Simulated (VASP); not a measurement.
Runs of VASP 6.6.1 on Mo. The structure is that of space group Fm-3m (No. 225), or close to it. The cells are those of the table. 

| task | cell | k mesh | cutoff (eV) | gap on the mesh (eV) | pressure (GPa) |
| --- | --- | --- | --- | --- | --- |
| single point | a = 2.840 Å, angles 60.0°, 1 atom | 22 × 22 × 22 | 520 | none | 0.5 |
| single point | a = 2.762 Å, angles 60.0°, 1 atom | 15 × 15 × 15 | 520 | none | 23.8 |
| relaxation of cell and atoms | relaxed from a = 2.804 Å, angles 60.0°, 1 atom | 14 × 14 × 14 | 600 | none | 0.0 |
| single point | a = 2.840 Å, angles 60.0°, 1 atom | 14 × 14 × 14 | 520 | none | 0.4 |
| single point | a = 2.914 Å, angles 60.0°, 1 atom | 15 × 15 × 15 | 520 | none | -14.7 |
| single point | a = 2.802 Å, angles 60.0°, 1 atom | 15 × 15 × 15 | 520 | none | 11.1 |
| single point | a = 2.840 Å, angles 60.0°, 1 atom | 15 × 15 × 15 | 520 | none | 0.7 |
| single point | a = 2.950 Å, angles 60.0°, 1 atom | 15 × 15 × 15 | 520 | none | (a) |
| single point | a = 2.722 Å, angles 60.0°, 1 atom | 15 × 15 × 15 | 520 | none | 39.3 |
| single point | a = 2.878 Å, angles 60.0°, 1 atom | 15 × 15 × 15 | 520 | none | (b) |

Alike in all rows: level revPBE; potentials or basis VASP PAW PBE potentials, release 64 (Mo_sv); no spin polarisation; smearing fermi-dirac 0.1 eV.

Estimate the missing entries.

(a) -20.2; (b) -7.8.

Caveats: the PAW data sets were made with another functional, which shifts forces and pressure a little.

A k mesh can miss the band edges, and the runs leave out spin-orbit coupling on Mo.

A gap of «none» marks levels without a gap at the run's occupations.
